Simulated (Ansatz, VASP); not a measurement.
## One calculation of CdS, two programs

INCAR

```
SYSTEM = CdS
PREC = Accurate ; ENCUT = 520
EDIFF = 1E-7 ; ISMEAR = 0
SIGMA = 0.01 ; LREAL = .FALSE.
LASPH = .TRUE. ; NELM = 80
ALGO = Normal ; ISIF = 2
LWAVE = .FALSE. ; LCHARG = .TRUE.
GGA = PE ; LELF = .TRUE.
LVHAR = .TRUE. ; NBANDS = 26
```

KPOINTS

```
regular mesh
0
G
  6 6 4
  0 0 0
```

The input POSCAR:

```
CdS
1.0
    4.1500000000      0.0000000000      0.0000000000
   -2.0750000000      3.5940054300      0.0000000000
    0.0000000000      0.0000000000      6.7370000000
Cd S
2 2
Direct
    0.3273092369      0.6666666667      0.0000000000
    0.6666666667      0.3333333333      0.5000000000
    0.3333333333      0.6666666667      0.3750000000
    0.6666666667      0.3333333333      0.8750000000
```

Input for Ansatz:

```yaml
crystal:
  lattice:
    - [4.15, 0.0, 0.0]
    - [-2.075, 3.59400543, 0.0]
    - [0.0, 0.0, 6.737]
  atoms:
    - { symbol: Cd, position: [0.3273092369477911, 0.6666666666666666, 0.0] }
    - { symbol: Cd, position: [0.6666666666666666, 0.3333333333333333, 0.5] }
    - { symbol: S, position: [0.3333333333333333, 0.6666666666666666, 0.37499999999999994] }
    - { symbol: S, position: [0.6666666666666666, 0.3333333333333333, 0.875] }
basis:
  ecutwfc: 450.0
kpoints:
  mp_grid:
    grid: [6, 6, 4]
    shift: [0.0, 0.0, 0.0]
hamiltonian:
  xc: pbe
scf:
  occupations:
    method: fixed
output:
  forces: true
```

Alike in both runs: task single point; functional PBE; k mesh 6 × 6 × 4; no spin polarisation.

```csv
,VASP,Ansatz
version,VASP 6.6.1,Ansatz 0.2.0
potentials or method,"VASP PAW PBE potentials, release 64 (Cd, S), cutoff 520 eV","plane waves, PAW"
occupations,"gaussian, width 0.01 eV",fixed
valence electrons in the cell,36,52
```

```tsv
	VASP	Ansatz	Ansatz less VASP
rms of the force components (eV/Å)	0.064	0.062	-0.0016
```

Atom by atom the forces differ by 0.002 eV/Å (rms over components). VASP's potentials hold 36 valence electrons a cell and Ansatz's 52, so a difference there can come from the potentials and not from the codes.
